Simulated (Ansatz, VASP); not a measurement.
**Ge: VASP beside Ansatz**

INCAR

```
PREC = Accurate ; ENCUT = 520
EDIFF = 1E-6 ; ISMEAR = 0
SIGMA = 0.15 ; LREAL = False
LASPH = True ; NELM = 80
ALGO = Fast ; ISIF = 2
LWAVE = False ; LCHARG = False
GGA = PE ; NBANDS = 66
```

Contents of KPOINTS:

```
Automatic mesh
0
Gamma
  15 15 4
```

POSCAR

```
Ge
1.0
    4.0130515014      0.0000000000      0.0000000000
   -2.0065257507      3.4754045469      0.0000000000
    0.0000000000      0.0000000000     13.6897225868
Ge
8
Direct
    0.0000000000      0.0000000000      0.4067747625
    0.0000000000      0.0000000000      0.5932252375
    0.0000000000      0.0000000000      0.9067747625
    0.0000000000      0.0000000000      0.0932252375
    0.3333333333      0.6666666667      0.3442031336
    0.6666666667      0.3333333333      0.6557968664
    0.6666666667      0.3333333333      0.8442031336
    0.3333333333      0.6666666667      0.1557968664
```

Input for Ansatz:

```yaml
crystal:
  lattice:
    - [4.0130515014, 0.0, 0.0]
    - [-2.0065257507, 3.4754045469, 0.0]
    - [0.0, 0.0, 13.6897225868]
  atoms:
    - { symbol: Ge, position: [0.0, 0.0, 0.4067747625] }
    - { symbol: Ge, position: [0.0, 0.0, 0.5932252375] }
    - { symbol: Ge, position: [0.0, 0.0, 0.9067747625] }
    - { symbol: Ge, position: [0.0, 0.0, 0.0932252375] }
    - { symbol: Ge, position: [0.3333333333, 0.6666666667, 0.3442031336] }
    - { symbol: Ge, position: [0.6666666667, 0.3333333333, 0.6557968664] }
    - { symbol: Ge, position: [0.6666666667, 0.3333333333, 0.8442031336] }
    - { symbol: Ge, position: [0.3333333333, 0.6666666667, 0.1557968664] }
basis:
  ecutwfc: 420
kpoints:
  mp_grid: { grid: [15, 15, 4] }
hamiltonian:
  xc: pbe
scf:
  occupations: { method: gaussian, width: 0.15 }
output:
  forces: true
  stress: true
  eigenvalues: true
  write_density: true
  write_potential: true
  elf: true
  volumetric_format: npy
```

Alike in both runs: task single point; functional PBE; k mesh 15 × 15 × 4; occupations gaussian, width 0.15 eV; no spin polarisation.

```csv
,VASP,Ansatz
version,VASP 6.6.1,Ansatz 0.2.0
potentials or method,"VASP PAW PBE potentials, release 64 (Ge_d), cutoff 520 eV","scalar-relativistic, plane waves, PAW"
valence electrons in the cell,112,112
```

```tsv
	VASP	Ansatz	Ansatz less VASP
gap on the k mesh at the Fermi level (eV)	none	none	-
pressure (GPa)	0.1	0.2	+0.08
traceless stress, the component that is largest in VASP (GPa)	-3.69	-3.70	-0.011
rms of the force components (eV/Å)	0.167	0.168	+0.0010
```

Atom by atom the forces differ by 0.001 eV/Å (rms over components). A gap of «none» marks a metal or a gap that the smearing closes.
